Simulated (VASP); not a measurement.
# Ta (P6_3/mmc) in VASP: further runs

Ta is run at these levels: LDA; tasks: single point.

Everything below comes from runs of VASP 6.6.1. Logs are shortened: lines on timing, memory, paths and dates and some standing lists are left out, and cuts for length are marked.

## Step 1: The cell of the first run

Symmetry: P6_3/mmc, No. 194, hexagonal system. The conventional cell has a = 2.900 Å, b = 2.900 Å, c = 5.166 Å, α = 90.00°, β = 90.00°, γ = 120.00°. Ta (site symmetry -6m2) has 12 Ta at 2.90 to 3.08 Å within 3.8 Å.

## Step 2: Single point, LDA

Input file INCAR:

```
SYSTEM = Ta
PREC = Accurate
ENCUT = 520
EDIFF = 1E-6
ISMEAR = -1
SIGMA = 0.05
LREAL = .False.
LASPH = .True.
NELM = 100
ALGO = Normal
ISIF = 2
LWAVE = .False.
LCHARG = .False.
GGA = CA
NBANDS = 18
```

Input file KPOINTS:

```
Automatic mesh
0
Gamma
  12 12 6
  0 0 0
```

Input file POSCAR:

```
Ta
1.0
    2.9003720000      0.0000000000      0.0000000000
   -1.4501860000      2.5117960000      0.0000000000
    0.0000000000      0.0000000000      5.1662740000
Ta
2
Direct
    0.6666666667      0.3333333333      0.7500000000
    0.3333333333      0.6666666667      0.2500000000
```

Potentials or basis: VASP PAW LDA potentials, release 64 (Ta_pv).

Launch:

```
$ cat potpaw_LDA.64/Ta_pv/POTCAR > POTCAR
$ mpirun -np 1 vasp_std > vasp.out
```

OUTCAR:

```text
SYSTEM = Ta
   PREC = Accurate
   ENCUT = 520
   EDIFF = 1E-6
   ISMEAR = -1
   LREAL = .False.
   LASPH = .True.
   NELM = 100
   ISIF = 2
   GGA = CA

 ion  position               nearest neighbor table
   1  0.667  0.333  0.750-   2 3.08   2 3.08   2 3.08   2 3.08   2 3.08   2 3.08
   2  0.333  0.667  0.250-   1 3.08   1 3.08   1 3.08   1 3.08   1 3.08   1 3.08

  LATTYP: Found a hexagonal cell.
 ALAT       =     2.9003720000
 C/A-ratio  =     1.7812453023

  Lattice vectors:

 A1 = (   2.9003720000,   0.0000000000,   0.0000000000)
 A2 = (  -1.4501860000,   2.5117960000,   0.0000000000)
 A3 = (   0.0000000000,   0.0000000000,   5.1662740000)

Analysis of symmetry for initial positions (statically):
=====================================================================
 Subroutine PRICEL returns:
 Original cell was already a primitive cell.

 Routine SETGRP: Setting up the symmetry group for a
 hexagonal supercell.

 Subroutine GETGRP returns: Found 24 space group operations
 (whereof 12 operations were pure point group operations)
 out of a pool of 24 trial point group operations.

The static configuration has the point symmetry D_3d.
 The point group associated with its full space group is D_6h.

Analysis of symmetry for dynamics (positions and initial velocities):
=====================================================================
 Subroutine PRICEL returns:
 Original cell was already a primitive cell.

 Routine SETGRP: Setting up the symmetry group for a
 hexagonal supercell.

 Subroutine GETGRP returns: Found 24 space group operations
 (whereof 12 operations were pure point group operations)
 out of a pool of 24 trial point group operations.

The dynamic configuration has the point symmetry D_3d.
 The point group associated with its full space group is D_6h.

 Subroutine INISYM returns: Found 24 space group operations
 (whereof 12 operations are pure point group operations),
 and found     1 'primitive' translations

----------------------------------------------------------------------------------------

                                     Primitive cell

  volume of cell :      37.6370

[... 75 lines left out ...]
   ions per type =               2
   NGX,Y,Z   is equivalent  to a cutoff of  13.76, 13.76, 12.87 a.u.
   NGXF,Y,Z  is equivalent  to a cutoff of  27.51, 27.51, 25.74 a.u.
 SYSTEM =  Ta
   PREC   = accura    normal or accurate (medium, high low for compatibility)
   ISTART =      0    job   : 0-new  1-cont  2-samecut
   ICHARG =      2    charge: 1-file 2-atom 10-const
   ISPIN  =      1    spin polarized calculation?
   LNONCOLLINEAR =      F non collinear calculations
   LSORBIT =      F    spin-orbit coupling
   LASPH  =      T    aspherical Exc in radial PAW
   ENCUT  =  520.0 eV  38.22 Ry    6.18 a.u.   5.39  5.39  9.61*2*pi/ulx,y,z
   NELM   =    100;   NELMIN=  2; NELMDL= -5     # of ELM steps
   EDIFF  = 0.1E-05   stopping-criterion for ELM
   LREAL  =      F    real-space projection
   EDIFFG = 0.1E-04   stopping-criterion for IOM
   NSW    =      0    number of steps for IOM
   IBRION =     -1    ionic relax: 0-MD 1-quasi-New 2-CG
   NFREE  =      0    steps in history (QN), initial steepest desc. (CG)
   ISIF   =      2    stress and relaxation
   ISYM   =      2    0-nonsym 1-usesym 2-fastsym
   POTIM  = 0.5000    time-step for ionic-motion
   TEBEG  =    0.0;   TEEND  =   0.0 temperature during run
   PSTRESS=    0.0 pullay stress
   NELECT =      22.0000    total number of electrons
   NUPDOWN=      -1.0000    fix difference up-down
   EMIN   =  10.00;   EMAX   =-10.00  energy-range for DOS
   EFERMI =   0.00;   METHOD = LEGACY
   ISMEAR =    -1;   SIGMA  =   0.05  broadening in eV -4-tet -1-fermi 0-gaus
   EFERMI_NEDOS =   21; number of points for ismear=-14 and -15
   IALGO  =     38    algorithm
   IMIX   =      4    mixing-type and parameters
     AMIX     =   0.40;   BMIX     =  1.00
     AMIX_MAG =   1.60;   BMIX_MAG =  1.00
  volume/ion in A,a.u.               =      18.82       126.99
  Fermi-wavevector in a.u.,A,eV,Ry     =   1.368812  2.586680 25.492516  1.873647
  Thomas-Fermi vector in A             =   2.494743
   LORBIT       =      0    0 simple, 1 ext, 2 COOP (PROOUT), +10 PAW based schemes
   GGA     = CA    functional components
   LHFCALC =     F    Hartree Fock is set to
   AEXX    =    0.0000 exact exchange contribution
   IVDW    =     0    specifies the selected vdW correction
   LEPSILON=     F    determine dielectric tensor
   LRPA    =     F    only Hartree local field effects (RPA)
 non-spin polarized calculation
  energy-cutoff  :      520.00
  volume of cell :       37.64
 maximum number of plane-waves:      1045
 NGX is ok and might be reduce to    24
   NGX = 11   NGY = 11   NGZ = 19

 number of electron      22.0000003 magnetization

 Free energy of the ion-electron system (eV)
  ---------------------------------------------------
  ext. energy  EPLUGINS =         0.00000000
  ---------------------------------------------------
  free energy    TOTEN  =       -24.98098502 eV

  energy without entropy =      -24.96221396  energy(sigma->0) =      -24.97159949

 E-fermi :   5.4458     XC(G=0): -12.5622

 val. band max:        5.4233931022   @ k =   0.3333  -0.0000   0.1667
 cond. band min:       5.4563357066   @ k =   0.0833   0.0833   0.5000
 fundamental gap:      0.0329426045
 Fermi energy:         5.4457501223

 k-point     1 :       0.0000    0.0000    0.0000
  band No.  band energies     occupation
      1     -28.9410      2.00000
      2     -28.1154      2.00000
      3     -27.9970      2.00000
      4     -27.9970      2.00000
      5     -27.9136      2.00000
      6     -27.9136      2.00000
[... 481 lines left out ...]
      5     -28.1952      2.00000
      6     -28.0781      2.00000
[... 10 lines left out ...]
     17      10.8086      0.00000
     18      12.4842      0.00000

 [... further k-points ...]
[... 5 lines left out ...]
  --------------------------------------------------------------------------------------
  -------------------------------------------------------------------------------------
  Total       -2.8779538     -2.8779542     -2.2995706      0.0000000      0.0000000     -0.0000000
  in kB     -122.5120755   -122.5120919    -97.8907863      0.0000000      0.0000000     -0.0000000
  external PRESSURE =    -114.3049845 kB  Pullay stress =       0.0000000 kB

 VOLUME and BASIS-vectors are now :
 -----------------------------------------------------------------------------
  energy-cutoff  :      520.00
  volume of cell :       37.64
      direct lattice vectors                 reciprocal lattice vectors
     2.900372000  0.000000000  0.000000000     0.344783359  0.199060752  0.000000000
    -1.450186000  2.511796000  0.000000000     0.000000000  0.398121503  0.000000000
     0.000000000  0.000000000  5.166274000     0.000000000  0.000000000  0.193563098

 POSITION                                       TOTAL-FORCE (eV/Angst)
 -----------------------------------------------------------------------------------
      1.45019      0.83727      3.87471        -0.000000     -0.000000      0.000000
     -0.00000      1.67453      1.29157         0.000000      0.000000      0.000000
 -----------------------------------------------------------------------------------
    total drift:                                0.000000     -0.000000      0.000000

  FREE ENERGIE OF THE ION-ELECTRON SYSTEM (eV)
  ---------------------------------------------------
  free  energy   TOTEN  =       -24.9809850200 eV

  energy  without entropy=      -24.9622139601  energy(sigma->0) =      -24.97159949
```

stdout:

```text
POSCAR found type information on POSCAR Ta
 POSCAR found :  1 types and       2 ions
 scaLAPACK will be used
 LDA part: xc-table for (Slater(with rela. corr.)+CA(PZ))
 , standard interpolation
 POSCAR, INCAR and KPOINTS ok, starting setup
 FFT: planning ... GRIDC
 FFT: planning ... GRID_SOFT
 FFT: planning ... GRID
 WAVECAR not read
 entering main loop
```

Run time: 26 s. Hardware: 1 thread of Intel Xeon Platinum 8175M at 2.50GHz (Skylake/Cascade Lake), shared host; peak memory 0.17 GiB.

Results:

```yaml
Free_energy: -24.9810 eV
Pressure: -11.4 GPa
Band_gap_on_the_k_mesh: zero (band 11 reaches 7.04 eV, above the bottom of band 12 at 4.73 eV)
```

Levels at points of the mesh, in eV from the Fermi level:
| k point | band 7 | band 8 | band 9 | band 10 | band 11 | band 12 | band 13 | band 14 | band 15 | band 16 |
| --- | --- | --- | --- | --- | --- | --- | --- | --- | --- | --- |
| (0.00, 0.00, 0.00) | -8.07 | -4.85 | -0.58 | 0.04 | 0.57 | 0.57 | 1.12 | 1.12 | 2.90 | 2.90 |
| (0.50, 0.00, 0.00) | -4.00 | -3.81 | -3.30 | -0.36 | -0.36 | 0.50 | 0.81 | 5.44 | 6.37 | 6.66 |
| (0.00, 0.00, 0.50) | -6.25 | -6.25 | -1.15 | -1.15 | 0.61 | 0.61 | 0.61 | 0.61 | 4.33 | 4.33 |
| (0.50, 0.00, 0.50) | -4.28 | -4.28 | -2.29 | -2.29 | 1.59 | 1.59 | 2.54 | 2.54 | 5.50 | 5.50 |

Caveat: spin-orbit coupling is left out, which moves the levels of the heavy elements.

## Step 3: Single point, LDA

Input file INCAR:

```
ALGO = Normal
EDIFF = 1E-6
ENCUT = 520
ISIF = 2
ISMEAR = -1
LASPH = True
LCHARG = False
LREAL = False
LWAVE = False
NBANDS = 18
NELM = 80
PREC = Accurate
SIGMA = 0.025
```

Input file KPOINTS:

```
k-points
0
Gamma
  12 12 6
```

POSCAR is that of step 2.

Potentials or basis: VASP PAW LDA potentials, release 64 (Ta_pv).

Launch:

```
$ cat potpaw_LDA.64/Ta_pv/POTCAR > POTCAR
$ mpirun -np 1 vasp_std > vasp.out
```

Wall time 27 s (1 thread of Intel Xeon Platinum 8175M at 2.50GHz (Skylake/Cascade Lake), shared host); peak memory 0.17 GiB.

The run converged. Its results:

| Property | Result |
| --- | --- |
| Free energy | -24.9742 eV |
| Pressure | -11.5 GPa |
| Band gap on the k mesh | zero (band 11 reaches 7.04 eV, above the bottom of band 12 at 4.72 eV) |

Stress tensor (GPa, compression positive):
```
-12.18   0.00   0.00
  0.00 -12.18   0.00
  0.00   0.00 -10.03
```

Levels at points of the mesh, in eV from the Fermi level:
| k point | band 9 | band 10 | band 11 | band 12 | band 13 | band 14 |
| --- | --- | --- | --- | --- | --- | --- |
| (0.00, 0.00, 0.00) | -0.58 | 0.05 | 0.56 | 0.56 | 1.12 | 1.12 |
| (0.50, 0.00, 0.00) | -3.30 | -0.36 | -0.36 | 0.50 | 0.81 | 5.44 |
| (0.00, 0.00, 0.50) | -1.15 | -1.15 | 0.61 | 0.61 | 0.61 | 0.61 |
| (0.50, 0.00, 0.50) | -2.29 | -2.29 | 1.59 | 1.59 | 2.54 | 2.54 |

Caveat: spin-orbit coupling is left out, which moves the levels of the heavy elements.
